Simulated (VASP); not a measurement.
Ta16O, 17 atoms in the cell. The cell holds a slab with vacuum, 17 atoms: a = 6.638 Å, b = 6.638 Å, c = 20.300 Å, α = 90.00°, β = 90.00°, γ = 90.00°. 

- Program: VASP 6.6.1
- Task: single point
- Functional: PBE
- Potentials or basis: VASP PAW PBE potentials, release 64 (Ta_pv, O)
- Cutoff: 520 eV
- k mesh: 4 × 4 × 1
- Occupations: gaussian, width 0.1 eV
- Spin: no spin polarisation
- Dipole correction: yes
- Further INCAR settings: LREAL = Auto; ALGO = Normal; EDIFF = 1e-07; NBANDS = 105

Potentials or basis: VASP PAW PBE potentials, release 64 (Ta_pv, O).

Run with:

```bash
$ cat potpaw_PBE.64/Ta_pv/POTCAR potpaw_PBE.64/O/POTCAR > POTCAR
$ mpirun -np 1 vasp_std > vasp.out
```

Hardware: 1 thread of Intel(R) Xeon(R) 6975P-C (Granite Rapids), on a shared host.

Question: How long does it take, and how much memory?

Answer: Run time: 22 min on 1 thread of Intel(R) Xeon(R) 6975P-C (Granite Rapids) (shared host), peak memory 1 GiB. Counts: scf iterations 36, k points 7.
